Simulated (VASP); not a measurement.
Runs of VASP 6.6.1 on CsI. The structure is cubic, space group Pm-3m (No. 221). The conventional cell has a = 4.608 Å, b = 4.608 Å, c = 4.608 Å, α = 90.00°, β = 90.00°, γ = 90.00°. Cs (site symmetry m-3m) has 8 I at 3.99 Å and 6 Cs at 4.61 Å within 5.2 Å. I (site symmetry m-3m) has 8 Cs at 3.99 Å and 6 I at 4.61 Å within 5.2 Å. 

```tsv
level	potentials or basis	cutoff (eV)	grid for exact exchange (PRECFOCK)	share of exact exchange	screening parameter	gap on the mesh (eV)	pressure (GPa)
PBE	VASP PAW PBE potentials, release 64 (Cs_sv, I)	500	-	-	-	3.79	0.5
r2SCAN	VASP PAW PBE potentials, release 64 (Cs_sv, I)	550	-	-	-	4.50	0.1
HSE06	VASP PAW PBE potentials, release 64 (Cs_sv, I)	400	Normal	0.25	0.2079 1/Å	4.78	(a)
LDA	VASP PAW LDA potentials, release 64 (Cs_sv, I)	500	-	-	-	(b)	-1.6
```

Alike in all rows: task single point; no spin polarisation; cell as given; k mesh 4 × 4 × 4; smearing gaussian 0.01 eV.

Fill in the values left out.

(a) 0.2; (b) 3.45.

Caveats: spin-orbit coupling is left out, which moves the levels of the heavy elements; the PAW data sets were made with another functional, which shifts forces and pressure a little (at least some runs).

A k mesh can miss the band edges, and the runs leave out spin-orbit coupling on Cs, I.
